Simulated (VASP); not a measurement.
# FeCo (Pm-3m) in VASP: further runs, part 2 of 2

VASP 6.6.1. Earlier steps stand in the parts before.

### 4 Single point, PBE, collinear spin, ferromagnetic start

This run uses another cell than the first one, of 11.37 Å³/atom.

INCAR reads:

```
SYSTEM = FeCo
PREC = Accurate
ENCUT = 600
EDIFF = 1E-6
ISMEAR = 1
SIGMA = 0.025
LREAL = .False.
LASPH = .True.
NELM = 200
ALGO = Normal
ISIF = 2
LWAVE = .False.
LCHARG = .False.
ISPIN = 2
MAGMOM = 3 2
LORBIT = 11
LMAXMIX = 4
GGA = PE
NBANDS = 20
GGA_COMPAT = .False.
```

KPOINTS reads:

```
Automatic mesh
0
Gamma
  11 11 11
  0 0 0
```

POSCAR reads:

```
FeCo
1.0
    2.8329904615      0.0000000000      0.0000000000
    0.0000000000      2.8329904615      0.0000000000
    0.0000000000      0.0000000000      2.8329904615
Fe Co
1 1
Direct
    0.5000000000      0.5000000000      0.5000000000
    0.0000000000      0.0000000000      0.0000000000
```

Potentials or basis: VASP PAW PBE potentials, release 64 (Fe, Co).

Run with:

```
$ cat potpaw_PBE.64/Fe/POTCAR potpaw_PBE.64/Co/POTCAR > POTCAR
$ mpirun -np 1 vasp_std > vasp.out
```

OUTCAR:

```text
SYSTEM = FeCo
   PREC = Accurate
   ENCUT = 600
   EDIFF = 1E-6
   ISMEAR = 1
   LREAL = .False.
   LASPH = .True.
   NELM = 200
   ISIF = 2
   ISPIN = 2
   LORBIT = 11
   GGA = PE

 ion  position               nearest neighbor table
   1  0.500  0.500  0.500-   2 2.45   2 2.45   2 2.45   2 2.45   2 2.45   2 2.45   2 2.45   2 2.45

   2  0.000  0.000  0.000-   1 2.45   1 2.45   1 2.45   1 2.45   1 2.45   1 2.45   1 2.45   1 2.45

  LATTYP: Found a simple cubic cell.
 ALAT       =     2.8329904615

  Lattice vectors:

 A1 = (   2.8329904615,   0.0000000000,   0.0000000000)
 A2 = (   0.0000000000,   2.8329904615,   0.0000000000)
 A3 = (   0.0000000000,   0.0000000000,   2.8329904615)

Analysis of symmetry for initial positions (statically):
=====================================================================
 Subroutine PRICEL returns:
 Original cell was already a primitive cell.

 Routine SETGRP: Setting up the symmetry group for a
 simple cubic supercell.

 Subroutine GETGRP returns: Found 48 space group operations
 (whereof 48 operations were pure point group operations)
 out of a pool of 48 trial point group operations.

The static configuration has the point symmetry O_h .

Analysis of symmetry for dynamics (positions and initial velocities):
=====================================================================
 Subroutine PRICEL returns:
 Original cell was already a primitive cell.

 Routine SETGRP: Setting up the symmetry group for a
 simple cubic supercell.

 Subroutine GETGRP returns: Found 48 space group operations
 (whereof 48 operations were pure point group operations)
 out of a pool of 48 trial point group operations.

The dynamic configuration has the point symmetry O_h .

Analysis of structural, dynamic, and magnetic symmetry:
=====================================================================
 Subroutine PRICEL returns:
 Original cell was already a primitive cell.

 Routine SETGRP: Setting up the symmetry group for a
 simple cubic supercell.

 Subroutine GETGRP returns: Found 48 space group operations
[... 142 lines left out ...]
 number of electron      17.0000002 magnetization       4.4823909

 Free energy of the ion-electron system (eV)
  ---------------------------------------------------
  ext. energy  EPLUGINS =         0.00000000
  ---------------------------------------------------
  free energy    TOTEN  =       -15.40043802 eV

  energy without entropy =      -15.40035839  energy(sigma->0) =      -15.40041148

 E-fermi :   8.2912     XC(G=0): -13.1173

 val. band max:        8.2894399810   @ k =   0.3636   0.2727   0.0000
 cond. band min:       8.2997487247   @ k =   0.4545   0.1818   0.0000
 fundamental gap:      0.0103087437
 Fermi energy:         8.2912379654

 spin component 1

 k-point     1 :       0.0000    0.0000    0.0000
  band No.  band energies     occupation
      1      -0.8498      1.00000
      2       2.7835      1.00000
      3       2.7835      1.00000
      4       5.1216      1.00000
      5       5.1216      1.00000
      6       5.1216      1.00000
[... 541 lines left out ...]
     19      31.8453      0.00000
     20      32.8345      0.00000

 [... further k-points ...]

 spin component 2

 k-point     1 :       0.0000    0.0000    0.0000
  band No.  band energies     occupation
      1      -0.7026      1.00000
      2       4.6543      1.00000
      3       4.6543      1.00000
      4       7.0326      1.00000
      5       7.0326      1.00000
      6       7.0326      1.00000
[... 541 lines left out ...]
     19      31.9930      0.00000
     20      33.4175      0.00000

 [... further k-points ...]
[... 5 lines left out ...]
  --------------------------------------------------------------------------------------
  -------------------------------------------------------------------------------------
  Total        0.2478374      0.2478374      0.2478374      0.0000000      0.0000000      0.0000000
  in kB       17.4639368     17.4639368     17.4639368      0.0000000      0.0000000      0.0000000
  external PRESSURE =      17.4639368 kB  Pullay stress =       0.0000000 kB

 VOLUME and BASIS-vectors are now :
 -----------------------------------------------------------------------------
  energy-cutoff  :      600.00
  volume of cell :       22.74
      direct lattice vectors                 reciprocal lattice vectors
     2.832990462  0.000000000  0.000000000     0.352983892  0.000000000  0.000000000
     0.000000000  2.832990462  0.000000000     0.000000000  0.352983892  0.000000000
     0.000000000  0.000000000  2.832990462     0.000000000  0.000000000  0.352983892

 POSITION                                       TOTAL-FORCE (eV/Angst)
 -----------------------------------------------------------------------------------
      1.41650      1.41650      1.41650         0.000000      0.000000      0.000000
      0.00000      0.00000      0.00000         0.000000      0.000000      0.000000
 -----------------------------------------------------------------------------------
    total drift:                                0.000000      0.000000     -0.000000

  FREE ENERGIE OF THE ION-ELECTRON SYSTEM (eV)
  ---------------------------------------------------
  free  energy   TOTEN  =       -15.4004380228 eV

  energy  without entropy=      -15.4003583884  energy(sigma->0) =      -15.40041148

 total charge

# of ion       s       p       d       tot
------------------------------------------
    1        0.477   0.536   6.164   7.177
    2        0.488   0.519   7.250   8.257
--------------------------------------------------
tot          0.965   1.056  13.414  15.434

 magnetization (x)

# of ion       s       p       d       tot
------------------------------------------
    1       -0.001  -0.045   2.795   2.750
    2       -0.011  -0.055   1.817   1.751
--------------------------------------------------
tot         -0.012  -0.100   4.612   4.500
```

OSZICAR:

```text
N       E                     dE             d eps       ncg     rms          rms(c)
DAV:   1     0.898688214874E+02    0.89869E+02   -0.82711E+03  4664   0.124E+03
DAV:   2    -0.124077613014E+02   -0.10228E+03   -0.91888E+02  4536   0.220E+02
DAV:   3    -0.171285589992E+02   -0.47208E+01   -0.45198E+01  5004   0.578E+01
DAV:   4    -0.171980048251E+02   -0.69446E-01   -0.69368E-01  5548   0.608E+00
DAV:   5    -0.172000701585E+02   -0.20653E-02   -0.20652E-02  5332   0.947E-01    0.155E+01
DAV:   6    -0.156185275857E+02    0.15815E+01   -0.69574E+00  4972   0.525E+01    0.814E+00
DAV:   7    -0.154309726142E+02    0.18755E+00   -0.74236E-01  5300   0.155E+01    0.516E+00
DAV:   8    -0.154242835602E+02    0.66891E-02   -0.60050E-02  6944   0.479E+00    0.266E+00
DAV:   9    -0.154404793990E+02   -0.16196E-01   -0.25778E-01  5948   0.961E+00    0.296E+00
DAV:  10    -0.154002138314E+02    0.40266E-01   -0.12138E-01  5880   0.704E+00    0.342E-01
DAV:  11    -0.154004370278E+02   -0.22320E-03   -0.19513E-03  5788   0.433E-01    0.165E-01
DAV:  12    -0.154004337484E+02    0.32794E-05   -0.29733E-04  6576   0.306E-01    0.644E-02
DAV:  13    -0.154004376636E+02   -0.39152E-05   -0.18341E-05  5836   0.417E-02    0.232E-02
DAV:  14    -0.154004380228E+02   -0.35922E-06   -0.54465E-06  4924   0.452E-02
   1 F= -.15400438E+02 E0= -.15400411E+02  d E =-.796344E-04  mag=     4.4834
```

It took 42 s on 1 thread of AMD EPYC 7R13 (Zen 3), shared host; peak memory 0.15 GiB.

Results:

```
Free energy                                           : -15.4004 eV
Pressure                                              : 1.7 GPa
Net moment                                            : 4.48 μB per cell
Site moments                                          : Fe +2.75; Co +1.75 μB
Valence electrons inside the program's atomic spheres : Fe 7.18; Co 8.26
```

Levels at points of the mesh, in eV from the Fermi level:
Spin up:
| k point | band 8 | band 9 | band 10 | band 11 | band 12 | band 13 | band 14 | band 15 |
| --- | --- | --- | --- | --- | --- | --- | --- | --- |
| (0.00, 0.00, 0.00) | -2.05 | -0.94 | -0.94 | -0.94 | 9.13 | 9.13 | 9.13 | 14.75 |
Spin down:
```tsv
k point	band 2	band 3	band 4	band 5	band 6	band 7	band 8	band 9	band 10	band 11
(0.00, 0.00, 0.00)	-3.64	-3.64	-1.26	-1.26	-1.26	0.74	0.74	1.46	1.46	1.46
```

### 5 Summary

| cell | smearing | gap on the mesh (eV) | pressure (GPa) | moment (μB) |
| --- | --- | --- | --- | --- |
| a = 2.809 Å, 2 atoms | fermi-dirac 0.05 eV | none | 6.9 | 4.41 |
| a = 2.833 Å, 2 atoms | fermi-dirac 0.05 eV | none | 1.5 | 4.45 |
| a = 2.833 Å, 2 atoms | methfessel-paxton 0.025 eV | none | 1.7 | 4.48 |

Alike in all rows: task single point; level PBE; potentials or basis VASP PAW PBE potentials, release 64 (Fe, Co); spin collinear, ferromagnetic start; k mesh 11 × 11 × 11; cutoff (eV) 600.

Caveats: the cell stands under pressure (at least some runs).

Absolute energies hang on the potentials; compare differences alone.
